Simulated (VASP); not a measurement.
Write the native input for VASP 6.6.1 that does the following.

| Property | Result |
| --- | --- |
| Task | single point |
| Functional | PBE |
| Potentials or basis | VASP PAW PBE potentials, release 64 (Mg, Se, Hg) |
| Cutoff | 520 eV |
| k mesh | 6 × 6 × 4 |
| Occupations | gaussian, width 0.01 eV |
| Spin | no spin polarisation |
| Dipole correction | no |
| Further INCAR settings | ALGO = Normal; EDIFF = 1e-07; NBANDS = 21 |

The structure of MgHgSe2 lies in POSCAR:

```
MgHgSe2
1.0
    4.3138610695      0.0000000000      0.0000000000
    0.0000000000      4.3138610695      0.0000000000
    0.0000000000      0.0000000000      5.9854478202
Mg Se Hg
1 2 1
Direct
    0.0000000000      0.0000000000      0.0000000000
    0.0000000000      0.5000000000      0.2354752525
    0.5000000000      0.0000000000      0.7645247475
    0.5000000000      0.5000000000      0.5000000000
```

These files were run (other wordings do the same):

INCAR

```
SYSTEM = MgHgSe2
PREC = Accurate
ENCUT = 520
EDIFF = 1E-7
ISMEAR = 0
SIGMA = 0.01
LREAL = .False.
LASPH = .True.
NELM = 80
ALGO = Normal
ISIF = 2
LWAVE = .False.
LCHARG = .False.
GGA = PE
NBANDS = 21
```

KPOINTS

```
regular mesh
0
Gamma
  6 6 4
  0 0 0
```

Potentials or basis: VASP PAW PBE potentials, release 64 (Mg, Se, Hg).

Command:

```sh
$ cat potpaw_PBE.64/Mg/POTCAR potpaw_PBE.64/Se/POTCAR potpaw_PBE.64/Hg/POTCAR > POTCAR
$ mpirun -np 1 vasp_std > vasp.out
```

Results of the run:

```
Pressure               : 1.5 GPa
Largest force          : 0.081 eV/Å
Band gap on the k mesh : 0.63 eV
```

Caveat: spin-orbit coupling is left out, which moves the levels of the heavy elements.

It took 90 s on 1 thread of Intel Xeon 8259CL, with other jobs on the host, peak memory 0.26 GiB.
